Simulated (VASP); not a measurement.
# CdS (Hawleyite) (F-43m) in VASP: further runs, part 2 of 2

VASP 6.6.1. The steps go on from the part before.

## (3) Single point, PBE (volume scaled by 0.94)

INCAR

```
SYSTEM = CdS
PREC     = Accurate       ! precision mode
ENCUT    = 520            ! plane-wave cutoff, eV
EDIFF    = 1E-6           ! SCF threshold, eV
ISMEAR   = 0              ! smearing method
SIGMA    = 0.02           ! smearing width, eV
LREAL    = .False.        ! projectors in reciprocal space
LASPH    = .True.         ! aspherical terms in the spheres
NELM     = 100            ! most SCF steps
ALGO     = Normal         ! electronic algorithm
ISIF     = 2              ! what is computed and relaxed
LWAVE    = .False.        ! write WAVECAR
LCHARG   = .False.        ! write CHGCAR
GGA      = PE             ! functional
NBANDS   = 16             ! bands
```

KPOINTS

```
regular mesh
0
Gamma
  8 8 8
  0 0 0
```

POSCAR

```
CdS
1.0
    0.0000000000      2.9027207169      2.9027207169
    2.9027207169      0.0000000000      2.9027207169
    2.9027207169      2.9027207169      0.0000000000
Cd S
1 1
Direct
    0.0000000000      0.0000000000      0.0000000000
    0.2500000000      0.2500000000      0.2500000000
```

Potentials or basis: VASP PAW PBE potentials, release 64 (Cd, S).

Started as:

```sh
$ cat potpaw_PBE.64/Cd/POTCAR potpaw_PBE.64/S/POTCAR > POTCAR
$ mpirun -np 1 vasp_std > vasp.out
```

OUTCAR:

```text
SYSTEM = CdS
   PREC = Accurate
   ENCUT = 520
   EDIFF = 1E-6
   ISMEAR = 0
   LREAL = .False.
   LASPH = .True.
   NELM = 100
   ISIF = 2
   GGA = PE

 ion  position               nearest neighbor table
   1  0.000  0.000  0.000-   2 2.51   2 2.51   2 2.51   2 2.51
   2  0.250  0.250  0.250-   1 2.51   1 2.51   1 2.51   1 2.51

  LATTYP: Found a face centered cubic cell.
 ALAT       =     5.8054414338

  Lattice vectors:

 A1 = (   0.0000000000,   2.9027207169,   2.9027207169)
 A2 = (   2.9027207169,   0.0000000000,   2.9027207169)
 A3 = (   2.9027207169,   2.9027207169,   0.0000000000)

Analysis of symmetry for initial positions (statically):
=====================================================================
 Subroutine PRICEL returns:
 Original cell was already a primitive cell.

 Routine SETGRP: Setting up the symmetry group for a
 face centered cubic supercell.

 Subroutine GETGRP returns: Found 24 space group operations
 (whereof 24 operations were pure point group operations)
 out of a pool of 48 trial point group operations.

The static configuration has the point symmetry T_d .

Analysis of symmetry for dynamics (positions and initial velocities):
=====================================================================
 Subroutine PRICEL returns:
 Original cell was already a primitive cell.

 Routine SETGRP: Setting up the symmetry group for a
 face centered cubic supercell.

 Subroutine GETGRP returns: Found 24 space group operations
 (whereof 24 operations were pure point group operations)
 out of a pool of 48 trial point group operations.

The dynamic configuration has the point symmetry T_d .

 Subroutine INISYM returns: Found 24 space group operations
 (whereof 24 operations are pure point group operations),
 and found     1 'primitive' translations

----------------------------------------------------------------------------------------

[... 105 lines left out ...]
   EMIN   =  10.00;   EMAX   =-10.00  energy-range for DOS
   EFERMI =   0.00;   METHOD = LEGACY
   ISMEAR =     0;   SIGMA  =   0.02  broadening in eV -4-tet -1-fermi 0-gaus
   EFERMI_NEDOS =   21; number of points for ismear=-14 and -15
   IALGO  =     38    algorithm
   IMIX   =      4    mixing-type and parameters
     AMIX     =   0.40;   BMIX     =  1.00
     AMIX_MAG =   1.60;   BMIX_MAG =  1.00
  volume/ion in A,a.u.               =      24.46       165.05
  Fermi-wavevector in a.u.,A,eV,Ry     =   1.173142  2.216916 18.725169  1.376261
  Thomas-Fermi vector in A             =   2.309559
   LORBIT       =      0    0 simple, 1 ext, 2 COOP (PROOUT), +10 PAW based schemes
   GGA     = PE    functional components
   LHFCALC =     F    Hartree Fock is set to
   AEXX    =    0.0000 exact exchange contribution
   IVDW    =     0    specifies the selected vdW correction
   LEPSILON=     F    determine dielectric tensor
   LRPA    =     F    only Hartree local field effects (RPA)
 non-spin polarized calculation
 Gauss-broadening in eV      SIGMA  =   0.02
  energy-cutoff  :      520.00
  volume of cell :       48.92
 maximum number of plane-waves:      1363
 NGX is ok and might be reduce to    32
   NGX = 15   NGY = 15   NGZ = 15

 number of electron      18.0000002 magnetization

 Free energy of the ion-electron system (eV)
  ---------------------------------------------------
  ext. energy  EPLUGINS =         0.00000000
  ---------------------------------------------------
  free energy    TOTEN  =        -6.10500684 eV

  energy without entropy =       -6.10500684  energy(sigma->0) =       -6.10500684

 E-fermi :   1.5310     XC(G=0):  -9.2165

 val. band max:        1.4376900622   @ k =   0.0000   0.0000   0.0000
 cond. band min:       2.6184707272   @ k =   0.0000   0.0000   0.0000
 fundamental gap:      1.1807806650
 Fermi energy:         1.5310454806

 k-point     1 :       0.0000    0.0000    0.0000
  band No.  band energies     occupation
      1     -11.0207      2.00000
      2      -6.3437      2.00000
      3      -6.3437      2.00000
      4      -6.3437      2.00000
      5      -5.8440      2.00000
      6      -5.8440      2.00000
[... 433 lines left out ...]
      3      -6.1338      2.00000
      4      -5.8715      2.00000
      5      -5.8162      2.00000
      6      -5.3328      2.00000
[... 8 lines left out ...]
     15      13.7777      0.00000
     16      14.6560      0.00000

 [... further k-points ...]
[... 5 lines left out ...]
  --------------------------------------------------------------------------------------
  -------------------------------------------------------------------------------------
  Total        1.2826310      1.2826310      1.2826310      0.0000000      0.0000000      0.0000000
  in kB       42.0113416     42.0113416     42.0113416      0.0000000      0.0000000      0.0000000
  external PRESSURE =      42.0113416 kB  Pullay stress =       0.0000000 kB

 VOLUME and BASIS-vectors are now :
 -----------------------------------------------------------------------------
  energy-cutoff  :      520.00
  volume of cell :       48.92
      direct lattice vectors                 reciprocal lattice vectors
     0.000000000  2.902720717  2.902720717    -0.172252190  0.172252190  0.172252190
     2.902720717  0.000000000  2.902720717     0.172252190 -0.172252190  0.172252190
     2.902720717  2.902720717  0.000000000     0.172252190  0.172252190 -0.172252190

 POSITION                                       TOTAL-FORCE (eV/Angst)
 -----------------------------------------------------------------------------------
      0.00000      0.00000      0.00000        -0.000000      0.000000     -0.000000
      1.45136      1.45136      1.45136         0.000000     -0.000000      0.000000
 -----------------------------------------------------------------------------------
    total drift:                               -0.000000     -0.000000     -0.000000

  FREE ENERGIE OF THE ION-ELECTRON SYSTEM (eV)
  ---------------------------------------------------
  free  energy   TOTEN  =        -6.1050068393 eV

  energy  without entropy=       -6.1050068393  energy(sigma->0) =       -6.10500684
```

OSZICAR:

```text
N       E                     dE             d eps       ncg     rms          rms(c)
DAV:   1     0.109757231044E+03    0.10976E+03   -0.90647E+03   944   0.103E+03
DAV:   2    -0.237011615519E+01   -0.11213E+03   -0.10492E+03  1104   0.255E+02
DAV:   3    -0.662265672168E+01   -0.42525E+01   -0.42443E+01  1176   0.517E+01
DAV:   4    -0.664711751643E+01   -0.24461E-01   -0.24459E-01  1128   0.387E+00
DAV:   5    -0.664744368619E+01   -0.32617E-03   -0.32617E-03  1160   0.424E-01    0.838E+00
DAV:   6    -0.612451280850E+01    0.52293E+00   -0.82727E-01  1384   0.117E+01    0.668E+00
DAV:   7    -0.610460266450E+01    0.19910E-01   -0.20263E-01  1144   0.308E+00    0.321E+00
DAV:   8    -0.610490960129E+01   -0.30694E-03   -0.18919E-02  1104   0.176E+00    0.323E-01
DAV:   9    -0.610482257217E+01    0.87029E-04   -0.22222E-03  1104   0.712E-01    0.578E-02
DAV:  10    -0.610493355067E+01   -0.11098E-03   -0.24616E-04  1152   0.168E-01    0.642E-02
DAV:  11    -0.610501305932E+01   -0.79509E-04   -0.12146E-04  1056   0.906E-02    0.200E-02
DAV:  12    -0.610500586432E+01    0.71950E-05   -0.25557E-05  1296   0.673E-02    0.102E-02
DAV:  13    -0.610500710726E+01   -0.12429E-05   -0.44303E-06  1056   0.135E-02    0.133E-02
DAV:  14    -0.610500683933E+01    0.26793E-06   -0.31372E-07   832   0.321E-03
   1 F= -.61050068E+01 E0= -.61050068E+01  d E =-.227952E-13
```

stdout:

```text
POSCAR found type information on POSCAR CdS
 POSCAR found :  2 types and       2 ions
 scaLAPACK will be used
 LDA part: xc-table for (Slater+PW92), standard interpolation
 POSCAR, INCAR and KPOINTS ok, starting setup
 FFT: planning ... GRIDC
 FFT: planning ... GRID_SOFT
 FFT: planning ... GRID
 WAVECAR not read
 entering main loop
```

It took 18 s on 1 thread of Intel Xeon Platinum 8259CL at 2.50GHz (Skylake/Cascade Lake), shared host; peak memory 0.18 GiB.

What came out:

```
Free energy            : -6.1050 eV
Pressure               : 4.2 GPa
Band gap on the k mesh : 1.18 eV, direct
```

Levels at points of the mesh, in eV from the valence-band top:
| k point | band 5 | band 6 | band 7 | band 8 | band 9 | band 10 | band 11 | band 12 | band 13 | band 14 |
| --- | --- | --- | --- | --- | --- | --- | --- | --- | --- | --- |
| (0.00, 0.00, 0.00) | -7.28 | -7.28 | 0.00 | 0.00 | 0.00 | 1.18 | 6.54 | 6.54 | 6.54 | 11.50 |
| (0.50, 0.00, 0.00) | -7.24 | -6.89 | -4.49 | -0.77 | -0.77 | 3.04 | 7.01 | 7.01 | 7.52 | 11.13 |
| (0.50, 0.50, 0.00) | -7.19 | -6.82 | -4.02 | -1.93 | -1.93 | 3.53 | 4.37 | 9.29 | 10.87 | 10.87 |

## (4) Single point, PBE (volume scaled by 0.97)

INCAR

```
SYSTEM = CdS
ALGO = Normal
EDIFF = 1E-6
ENCUT = 520
GGA = PE
ISIF = 2
ISMEAR = 0
LASPH = .TRUE.
LCHARG = .FALSE.
LREAL = .FALSE.
LWAVE = .FALSE.
NBANDS = 16
NELM = 80
PREC = Accurate
SIGMA = 0.02
```

KPOINTS

```
k-points
0
G
  8 8 8
  0 0 0
```

POSCAR

```
CdS
1.0
    0.0000000000      2.9332779174      2.9332779174
    2.9332779174      0.0000000000      2.9332779174
    2.9332779174      2.9332779174      0.0000000000
Cd S
1 1
Direct
    0.0000000000      0.0000000000      0.0000000000
    0.2500000000      0.2500000000      0.2500000000
```

Started as:

```sh
$ cat potpaw_PBE.64/Cd/POTCAR potpaw_PBE.64/S/POTCAR > POTCAR
$ mpirun -np 1 vasp_std > vasp.out
```

Run time: 21 s. Hardware: 1 thread of Intel Xeon Platinum 8259CL at 2.50GHz (Skylake/Cascade Lake), shared host; peak memory 0.18 GiB.

The run converged. Its results:

```
Free energy            : -6.1356 eV
Pressure               : 2.1 GPa
Band gap on the k mesh : 1.11 eV, direct
```

Levels at points of the mesh, in eV from the valence-band top:
```tsv
k point	band 7	band 8	band 9	band 10	band 11	band 12
(0.00, 0.00, 0.00)	0.00	0.00	0.00	1.11	6.55	6.55
(0.50, 0.00, 0.00)	-4.30	-0.73	-0.73	2.99	7.01	7.01
(0.50, 0.50, 0.00)	-3.88	-1.82	-1.82	3.58	4.33	9.16
```

## (5) Single point, PBE (volume scaled by 1.03)

INCAR

```
SYSTEM = CdS
PREC = Accurate ; ENCUT = 520
EDIFF = 1E-7 ; ISMEAR = 0
SIGMA = 0.02 ; LREAL = .FALSE.
LASPH = .TRUE. ; NELM = 100
ALGO = Normal ; ISIF = 2
LWAVE = .FALSE. ; LCHARG = .TRUE.
GGA = PE ; LELF = .TRUE.
LVHAR = .TRUE. ; NBANDS = 16
```

KPOINTS

```
regular mesh
0
G
  8 8 8
  0 0 0
```

POSCAR

```
CdS
1.0
    0.0000000000      2.9925520270      2.9925520270
    2.9925520270      0.0000000000      2.9925520270
    2.9925520270      2.9925520270      0.0000000000
Cd S
1 1
Direct
    0.0000000000      0.0000000000      0.0000000000
    0.2500000000      0.2500000000      0.2500000000
```

Started as:

```sh
$ cat potpaw_PBE.64/Cd/POTCAR potpaw_PBE.64/S/POTCAR > POTCAR
$ mpirun -np 1 vasp_std > vasp.out
```

Wall time 20 s (1 thread of Intel Xeon Platinum 8259CL at 2.50GHz (Skylake/Cascade Lake), shared host); peak memory 0.18 GiB.

It converged, with:

* Free energy: -6.1427 eV
* Pressure: -1.2 GPa
* Band gap on the k mesh: 0.98 eV, direct

Levels at points of the mesh, in eV from the valence-band top:
```csv
k point,band 7,band 8,band 9,band 10,band 11,band 12
"(0.00, 0.00, 0.00)",0.00,0.00,0.00,0.98,6.55,6.55
"(0.50, 0.00, 0.00)",-3.96,-0.65,-0.65,2.89,6.99,6.99
"(0.50, 0.50, 0.00)",-3.62,-1.63,-1.63,3.67,4.23,8.92
```

## (6) Summary

| cell | gap on the mesh (eV) | pressure (GPa) |
| --- | --- | --- |
| a = 4.125 Å, angles 60.0°, 2 atoms | 1.15 | 3.2 |
| a = 4.105 Å, angles 60.0°, 2 atoms | 1.18 | 4.2 |
| a = 4.148 Å, angles 60.0°, 2 atoms | 1.11 | 2.1 |
| a = 4.232 Å, angles 60.0°, 2 atoms | 0.98 | -1.2 |

Alike in all rows: task single point; level PBE; potentials or basis VASP PAW PBE potentials, release 64 (Cd, S); no spin polarisation; k mesh 8 × 8 × 8; cutoff (eV) 520; smearing gaussian 0.02 eV.

Absolute energies hang on the potentials; compare differences alone.
